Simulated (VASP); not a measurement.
A run of VASP 6.6.1:

INCAR

```
SYSTEM = BP
PREC = Accurate
ENCUT = 520
EDIFF = 1E-7
ISMEAR = -1
SIGMA = 0.05
LREAL = .FALSE.
LASPH = .TRUE.
NELM = 80
ALGO = Normal
ISIF = 2
LWAVE = .FALSE.
LCHARG = .TRUE.
GGA = B5
ALDAX = 1.0
AGGAX = 1.0
AGGAC = 1.0
ALDAC = 0.0
IVDW = 13
VDW_S6 = 1.0
VDW_S8 = 2.34076671
VDW_A1 = 0.44488865
VDW_A2 = 4.0933009
LELF = .TRUE.
LVHAR = .TRUE.
NBANDS = 11
```

The input KPOINTS:

```
regular mesh
0
G
  10 10 10
  0 0 0
```

File POSCAR:

```
BP
1.0
    0.0000000000      2.2537713532      2.2537713532
    2.2537713532      0.0000000000      2.2537713532
    2.2537713532      2.2537713532      0.0000000000
P B
1 1
Direct
    0.7500000000      0.7500000000      0.7500000000
    0.0000000000      0.0000000000      0.0000000000
```

Potentials or basis: VASP PAW PBE potentials, release 64 (P, B).

The run is started by

```sh
$ cat potpaw_PBE.64/P/POTCAR potpaw_PBE.64/B/POTCAR > POTCAR
$ mpirun -np 1 vasp_std > vasp.out
```

Hardware: 1 thread of AMD EPYC 7R13, with other jobs on the host.

**Question.** How long does it take, and how much memory?

**Answer.** It took 31 s on 1 thread of AMD EPYC 7R13, on a shared host, peak memory 0.11 GiB. Counts: scf iterations 13, k points 47.
